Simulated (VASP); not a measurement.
# NiO2 (P-3m1) in VASP: further runs

Runs on NiO2. Level: PBEsol. Tasks: single point.

All numbers are computed with VASP 6.6.1; they aren't measurements. Logs are shortened: lines on timing, memory, paths and dates and some standing lists are left out, and cuts for length are marked.

## (1) The cell of the first run

Symmetry: P-3m1, No. 164, trigonal system. Conventional cell: a = 2.803 Å, b = 2.803 Å, c = 4.906 Å, α = 90.00°, β = 90.00°, γ = 120.00°. Within 2.6 Å of Ni (site symmetry -3m) lie 6 O at 1.93 Å. O (site symmetry 3m) has 3 Ni at 1.93 Å within 2.6 Å.

## (2) Single point, PBEsol (c/a of the conventional cell at fixed volume 1.7504)

File INCAR:

```
ALGO = Normal
EDIFF = 1E-6
ENCUT = 520
GGA = PS
ISIF = 2
ISMEAR = 0
LASPH = T
LCHARG = F
LREAL = F
LWAVE = F
NBANDS = 18
NELM = 100
PREC = Accurate
SIGMA = 0.05
```

File KPOINTS:

```
k-points
0
Gamma
  12 12 6
```

File POSCAR:

```
NiO2
1.0
    2.8028105550      0.0000000000      0.0000000000
   -1.4014052775      2.4273051426      0.0000000000
    0.0000000000      0.0000000000      4.9060395955
Ni O
1 2
Direct
    0.0000000000      0.0000000000      0.5000000000
    0.6666666667      0.3333333333      0.7127976082
    0.3333333333      0.6666666667      0.2872023918
```

Potentials or basis: VASP PAW PBE potentials, release 64 (Ni, O).

Command:

```sh
$ cat potpaw_PBE.64/Ni/POTCAR potpaw_PBE.64/O/POTCAR > POTCAR
$ mpirun -np 1 vasp_std > vasp.out
```

OUTCAR:

```text
EDIFF = 1E-6
   ENCUT = 520
   GGA = PS
   ISIF = 2
   ISMEAR = 0
   LASPH = T
   LREAL = F
   NELM = 100
   PREC = Accurate

 ion  position               nearest neighbor table
   1  0.000  0.000  0.500-   2 1.93   3 1.93   3 1.93   2 1.93   2 1.93   3 1.93
   2  0.667  0.333  0.713-   1 1.93   1 1.93   1 1.93
   3  0.333  0.667  0.287-   1 1.93   1 1.93   1 1.93

  LATTYP: Found a hexagonal cell.
 ALAT       =     2.8028105550
 C/A-ratio  =     1.7504000000

  Lattice vectors:

 A1 = (   2.8028105550,   0.0000000000,   0.0000000000)
 A2 = (  -1.4014052775,   2.4273051426,   0.0000000000)
 A3 = (   0.0000000000,   0.0000000000,   4.9060395955)

Analysis of symmetry for initial positions (statically):
=====================================================================
 Subroutine PRICEL returns:
 Original cell was already a primitive cell.

 Routine SETGRP: Setting up the symmetry group for a
 hexagonal supercell.

 Subroutine GETGRP returns: Found 12 space group operations
 (whereof 12 operations were pure point group operations)
 out of a pool of 24 trial point group operations.

The static configuration has the point symmetry D_3d.

Analysis of symmetry for dynamics (positions and initial velocities):
=====================================================================
 Subroutine PRICEL returns:
 Original cell was already a primitive cell.

 Routine SETGRP: Setting up the symmetry group for a
 hexagonal supercell.

 Subroutine GETGRP returns: Found 12 space group operations
 (whereof 12 operations were pure point group operations)
 out of a pool of 24 trial point group operations.

The dynamic configuration has the point symmetry D_3d.

 Subroutine INISYM returns: Found 12 space group operations
 (whereof 12 operations are pure point group operations),
 and found     1 'primitive' translations

----------------------------------------------------------------------------------------

                                     Primitive cell

  volume of cell :      33.3771

  direct lattice vectors                    reciprocal lattice vectors
     2.802810555  0.000000000  0.000000000     0.356784727  0.205989758  0.000000000
    -1.401405278  2.427305143  0.000000000     0.000000000  0.411979517  0.000000000
[... 85 lines left out ...]
   ENCUT  =  520.0 eV  38.22 Ry    6.18 a.u.   5.21  5.21  9.12*2*pi/ulx,y,z
   NELM   =    100;   NELMIN=  2; NELMDL= -5     # of ELM steps
   EDIFF  = 0.1E-05   stopping-criterion for ELM
   LREAL  =      F    real-space projection
   EDIFFG = 0.1E-04   stopping-criterion for IOM
   NSW    =      0    number of steps for IOM
   IBRION =     -1    ionic relax: 0-MD 1-quasi-New 2-CG
   NFREE  =      0    steps in history (QN), initial steepest desc. (CG)
   ISIF   =      2    stress and relaxation
   ISYM   =      2    0-nonsym 1-usesym 2-fastsym
   POTIM  = 0.5000    time-step for ionic-motion
   TEBEG  =    0.0;   TEEND  =   0.0 temperature during run
   PSTRESS=    0.0 pullay stress
   NELECT =      22.0000    total number of electrons
   NUPDOWN=      -1.0000    fix difference up-down
   EMIN   =  10.00;   EMAX   =-10.00  energy-range for DOS
   EFERMI =   0.00;   METHOD = LEGACY
   ISMEAR =     0;   SIGMA  =   0.05  broadening in eV -4-tet -1-fermi 0-gaus
   EFERMI_NEDOS =   21; number of points for ismear=-14 and -15
   IALGO  =     38    algorithm
   IMIX   =      4    mixing-type and parameters
     AMIX     =   0.40;   BMIX     =  1.00
     AMIX_MAG =   1.60;   BMIX_MAG =  1.00
  volume/ion in A,a.u.               =      11.13        75.08
  Fermi-wavevector in a.u.,A,eV,Ry     =   1.424730  2.692350 27.617874  2.029856
  Thomas-Fermi vector in A             =   2.545190
   LORBIT       =      0    0 simple, 1 ext, 2 COOP (PROOUT), +10 PAW based schemes
   GGA     = PS    functional components
   LHFCALC =     F    Hartree Fock is set to
   AEXX    =    0.0000 exact exchange contribution
   IVDW    =     0    specifies the selected vdW correction
   LEPSILON=     F    determine dielectric tensor
   LRPA    =     F    only Hartree local field effects (RPA)
 non-spin polarized calculation
 Gauss-broadening in eV      SIGMA  =   0.05
  energy-cutoff  :      520.00
  volume of cell :       33.38
 maximum number of plane-waves:       920
 NGX is ok and might be reduce to    24
   NGX = 11   NGY = 11   NGZ = 19

 number of electron      22.0000021 magnetization

 Free energy of the ion-electron system (eV)
  ---------------------------------------------------
  ext. energy  EPLUGINS =         0.00000000
  ---------------------------------------------------
  free energy    TOTEN  =       -18.52593862 eV

  energy without entropy =      -18.52593862  energy(sigma->0) =      -18.52593862

 E-fermi :   2.0346     XC(G=0): -10.6940

 val. band max:        1.7778794173   @ k =   0.0833   0.0833   0.5000
 cond. band min:       2.6630370109   @ k =   0.2500   0.0000   0.3333
 fundamental gap:      0.8851575935
 Fermi energy:         2.0345591145

 k-point     1 :       0.0000    0.0000    0.0000
  band No.  band energies     occupation
      1     -17.0304      2.00000
      2     -15.1730      2.00000
      3      -3.6235      2.00000
      4      -2.8451      2.00000
      5      -2.8451      2.00000
      6      -0.0649      2.00000
[... 481 lines left out ...]
      5      -2.6716      2.00000
      6      -1.0266      2.00000
[... 10 lines left out ...]
     17      19.2004      0.00000
     18      21.7070      0.00000

 [... further k-points ...]

------------------------ aborting loop because EDIFF is reached ----------------------------------------

  FORCE on cell =-STRESS in cart. coord.  units (eV):
  Direction    XX          YY          ZZ          XY          YZ          ZX
  --------------------------------------------------------------------------------------
  -------------------------------------------------------------------------------------
  Total       -2.6570528     -2.6570528     -4.0411026      0.0000000      0.0000000      0.0000000
  in kB     -127.5444574   -127.5444574   -193.9819373      0.0000000      0.0000000      0.0000000
  external PRESSURE =    -149.6902840 kB  Pullay stress =       0.0000000 kB

 VOLUME and BASIS-vectors are now :
 -----------------------------------------------------------------------------
  energy-cutoff  :      520.00
  volume of cell :       33.38
      direct lattice vectors                 reciprocal lattice vectors
     2.802810555  0.000000000  0.000000000     0.356784727  0.205989758  0.000000000
    -1.401405278  2.427305143  0.000000000     0.000000000  0.411979517  0.000000000
     0.000000000  0.000000000  4.906039596     0.000000000  0.000000000  0.203830397

 POSITION                                       TOTAL-FORCE (eV/Angst)
 -----------------------------------------------------------------------------------
      0.00000      0.00000      2.45302        -0.000000      0.000000     -0.000000
      1.40141      0.80910      3.49701         0.000000     -0.000000     -1.918142
     -0.00000      1.61820      1.40903        -0.000000      0.000000      1.918142
 -----------------------------------------------------------------------------------
    total drift:                                0.000000      0.000000      0.000000

  FREE ENERGIE OF THE ION-ELECTRON SYSTEM (eV)
  ---------------------------------------------------
  free  energy   TOTEN  =       -18.5259386159 eV

  energy  without entropy=      -18.5259386159  energy(sigma->0) =      -18.52593862
```

OSZICAR:

```text
N       E                     dE             d eps       ncg     rms          rms(c)
DAV:   1     0.154875116549E+03    0.15488E+03   -0.11638E+04  3656   0.145E+03
DAV:   2    -0.121611970241E+02   -0.16704E+03   -0.15556E+03  3862   0.313E+02
DAV:   3    -0.261234293027E+02   -0.13962E+02   -0.13769E+02  4212   0.102E+02
DAV:   4    -0.263119094895E+02   -0.18848E+00   -0.18825E+00  4482   0.122E+01
DAV:   5    -0.263144208934E+02   -0.25114E-02   -0.25111E-02  4108   0.141E+00    0.260E+01
DAV:   6    -0.353069269147E+02   -0.89925E+01   -0.53506E+01  4548   0.174E+02    0.487E+01
DAV:   7    -0.188574296334E+02    0.16449E+02   -0.19750E+01  4156   0.104E+02    0.686E+00
DAV:   8    -0.185802842373E+02    0.27715E+00   -0.32157E+00  5258   0.386E+01    0.360E+00
DAV:   9    -0.186678734797E+02   -0.87589E-01   -0.84819E-01  4866   0.268E+01    0.349E+00
DAV:  10    -0.185529528358E+02    0.11492E+00   -0.11347E-01  4320   0.946E+00    0.137E+00
DAV:  11    -0.185270682498E+02    0.25885E-01   -0.33744E-02  4728   0.511E+00    0.356E-01
DAV:  12    -0.185260607702E+02    0.10075E-02   -0.72614E-03  5546   0.115E+00    0.126E-01
DAV:  13    -0.185260869048E+02   -0.26135E-04   -0.32715E-04  3872   0.152E-01    0.112E-01
DAV:  14    -0.185259405840E+02    0.14632E-03   -0.18973E-04  4756   0.447E-01    0.129E-02
DAV:  15    -0.185259386306E+02    0.19534E-05   -0.23487E-05  5290   0.637E-02    0.402E-03
DAV:  16    -0.185259386159E+02    0.14708E-07   -0.12887E-06  2540   0.139E-02
   1 F= -.18525939E+02 E0= -.18525939E+02  d E =-.873599E-15
```

stdout:

```text
POSCAR found type information on POSCAR NiO
 POSCAR found :  2 types and       3 ions
 scaLAPACK will be used
 -----------------------------------------------------------------------------
|                                                                             |
|                                                                             |
|     You enforced a specific xc type in the INCAR file but a different       |
|     I HOPE YOU KNOW WHAT YOU ARE DOING!                                     |
|                                                                             |
 -----------------------------------------------------------------------------

 LDA part: xc-table for (Slater+PW92), standard interpolation
 POSCAR, INCAR and KPOINTS ok, starting setup
 FFT: planning ... GRIDC
 FFT: planning ... GRID_SOFT
 FFT: planning ... GRID
 WAVECAR not read
 entering main loop
```

Run time: 26 s. Hardware: 1 thread of Intel Xeon Platinum 8559C (Emerald Rapids), shared host; peak memory 0.19 GiB.

Results:

| Quantity | Value |
| --- | --- |
| Free energy | -18.5259 eV |
| Pressure | -15.0 GPa |
| Largest force | 1.918 eV/Å |
| Band gap on the k mesh | 0.89 eV, indirect (least direct gap 1.00 eV) |

Forces on the atoms (eV/Å):
```
Ni   0.000  0.000  0.000
O    0.000  0.000 -1.918
O    0.000  0.000  1.918
```

Stress tensor (GPa, compression positive):
```
-12.75   0.00   0.00
  0.00 -12.75   0.00
  0.00   0.00 -19.40
```

Caveat: the PAW data sets were made with another functional, which shifts forces and pressure a little. A k mesh can miss the band edges.

## (3) Single point, PBEsol (c/a of the conventional cell at fixed volume 1.8576)

File INCAR:

```
SYSTEM = NiO2
PREC = Accurate ; ENCUT = 520
EDIFF = 1E-6 ; ISMEAR = 0
SIGMA = 0.05 ; LREAL = .False.
LASPH = .True. ; NELM = 100
ALGO = Normal ; ISIF = 2
LWAVE = .False. ; LCHARG = .True.
GGA = PS ; LELF = .True.
LVHAR = .True. ; NBANDS = 18
```

File KPOINTS:

```
Automatic mesh
0
Gamma
  12 12 6
  0 0 0
```

File POSCAR:

```
NiO2
1.0
    2.7478231521      0.0000000000      0.0000000000
   -1.3739115761      2.3796846548      0.0000000000
    0.0000000000      0.0000000000      5.1043562873
Ni O
1 2
Direct
    0.0000000000      0.0000000000      0.5000000000
    0.6666666667      0.3333333333      0.7253664501
    0.3333333333      0.6666666667      0.2746335499
```

Potentials or basis: VASP PAW PBE potentials, release 64 (Ni, O).

Command:

```sh
$ cat potpaw_PBE.64/Ni/POTCAR potpaw_PBE.64/O/POTCAR > POTCAR
$ mpirun -np 1 vasp_std > vasp.out
```

OUTCAR:

```text
SYSTEM = NiO2
   PREC = Accurate
   ENCUT = 520
   EDIFF = 1E-6
   ISMEAR = 0
   LREAL = .False.
   LASPH = .True.
   NELM = 100
   ISIF = 2
   GGA = PS

 ion  position               nearest neighbor table
   1  0.000  0.000  0.500-   2 1.96   3 1.96   2 1.96   3 1.96   2 1.96   3 1.96
   2  0.667  0.333  0.725-   1 1.96   1 1.96   1 1.96
   3  0.333  0.667  0.275-   1 1.96   1 1.96   1 1.96

  LATTYP: Found a hexagonal cell.
 ALAT       =     2.7478231521
 C/A-ratio  =     1.8576000000

  Lattice vectors:
[... 695 lines left out ...]

  FORCE on cell =-STRESS in cart. coord.  units (eV):
  Direction    XX          YY          ZZ          XY          YZ          ZX
  --------------------------------------------------------------------------------------
  -------------------------------------------------------------------------------------
  Total       -2.3907477     -2.3907477     -7.0435699      0.0000000      0.0000000     -0.0000000
  in kB     -114.7612205   -114.7612205   -338.1070640      0.0000000      0.0000000     -0.0000000
  external PRESSURE =    -189.2098350 kB  Pullay stress =       0.0000000 kB

 VOLUME and BASIS-vectors are now :
 -----------------------------------------------------------------------------
  energy-cutoff  :      520.00
  volume of cell :       33.38
      direct lattice vectors                 reciprocal lattice vectors
     2.747823152  0.000000000  0.000000000     0.363924439  0.210111873  0.000000000
    -1.373911576  2.379684655  0.000000000     0.000000000  0.420223746  0.000000000
     0.000000000  0.000000000  5.104356287     0.000000000  0.000000000  0.195911089

 POSITION                                       TOTAL-FORCE (eV/Angst)
 -----------------------------------------------------------------------------------
      0.00000      0.00000      2.55218        -0.000000      0.000000      0.000000
      1.37391      0.79323      3.70253        -0.000000      0.000000     -3.028877
     -0.00000      1.58646      1.40183         0.000000     -0.000000      3.028877
 -----------------------------------------------------------------------------------
    total drift:                                0.000000     -0.000000     -0.000000

  FREE ENERGIE OF THE ION-ELECTRON SYSTEM (eV)
  ---------------------------------------------------
  free  energy   TOTEN  =       -18.0941435248 eV

  energy  without entropy=      -18.0941435248  energy(sigma->0) =      -18.09414352
```

OSZICAR:

```text
N       E                     dE             d eps       ncg     rms          rms(c)
DAV:   1     0.157344768972E+03    0.15734E+03   -0.11725E+04  3632   0.146E+03
DAV:   2    -0.111157182560E+02   -0.16846E+03   -0.15687E+03  3840   0.314E+02
DAV:   3    -0.256950545653E+02   -0.14579E+02   -0.14358E+02  4346   0.104E+02
DAV:   4    -0.258820396577E+02   -0.18699E+00   -0.18679E+00  4380   0.120E+01
DAV:   5    -0.258844803645E+02   -0.24407E-02   -0.24404E-02  4264   0.137E+00    0.256E+01
DAV:   6    -0.369930597133E+02   -0.11109E+02   -0.57370E+01  4520   0.179E+02    0.499E+01
DAV:   7    -0.187419807945E+02    0.18251E+02   -0.20537E+01  4242   0.102E+02    0.874E+00
DAV:   8    -0.181922530015E+02    0.54973E+00   -0.39228E+00  4926   0.492E+01    0.432E+00
DAV:   9    -0.184110360781E+02   -0.21878E+00   -0.14740E+00  4700   0.361E+01    0.528E+00
DAV:  10    -0.181275384896E+02    0.28350E+00   -0.27244E-01  4274   0.161E+01    0.155E+00
DAV:  11    -0.181064461909E+02    0.21092E-01   -0.44198E-02  5348   0.314E+00    0.102E+00
DAV:  12    -0.180941696215E+02    0.12277E-01   -0.11967E-02  4548   0.379E+00    0.136E-01
DAV:  13    -0.180942119025E+02   -0.42281E-04   -0.33398E-03  4074   0.512E-01    0.976E-02
DAV:  14    -0.180942127275E+02   -0.82504E-06   -0.61343E-05  4192   0.731E-02    0.825E-02
DAV:  15    -0.180941447943E+02    0.67933E-04   -0.12344E-04  4430   0.376E-01    0.132E-02
DAV:  16    -0.180941435211E+02    0.12733E-05   -0.16002E-05  3940   0.435E-02    0.591E-03
DAV:  17    -0.180941435248E+02   -0.37062E-08   -0.49895E-07  2234   0.667E-03
   1 F= -.18094144E+02 E0= -.18094144E+02  d E =-.954600E-13
```

stdout:

```text
POSCAR found type information on POSCAR NiO
 POSCAR found :  2 types and       3 ions
 scaLAPACK will be used
 -----------------------------------------------------------------------------
|                                                                             |
|                                                                             |
|     You enforced a specific xc type in the INCAR file but a different       |
|     I HOPE YOU KNOW WHAT YOU ARE DOING!                                     |
|                                                                             |
 -----------------------------------------------------------------------------

 LDA part: xc-table for (Slater+PW92), standard interpolation
 POSCAR, INCAR and KPOINTS ok, starting setup
 FFT: planning ... GRIDC
 FFT: planning ... GRID_SOFT
 FFT: planning ... GRID
 WAVECAR not read
 entering main loop
```

Wall time 29 s (1 thread of Intel Xeon Platinum 8559C (Emerald Rapids), shared host); peak memory 0.18 GiB.

What came out:

| Quantity | Value |
| --- | --- |
| Free energy | -18.0941 eV |
| Pressure | -18.9 GPa |
| Largest force | 3.029 eV/Å |
| Band gap on the k mesh | 0.86 eV, indirect (least direct gap 0.91 eV) |

Forces in eV/Å, atoms in the order of the input:
```
Ni   0.000  0.000  0.000
O    0.000  0.000 -3.029
O    0.000  0.000  3.029
```

Caveat: the PAW data sets were made with another functional, which shifts forces and pressure a little.
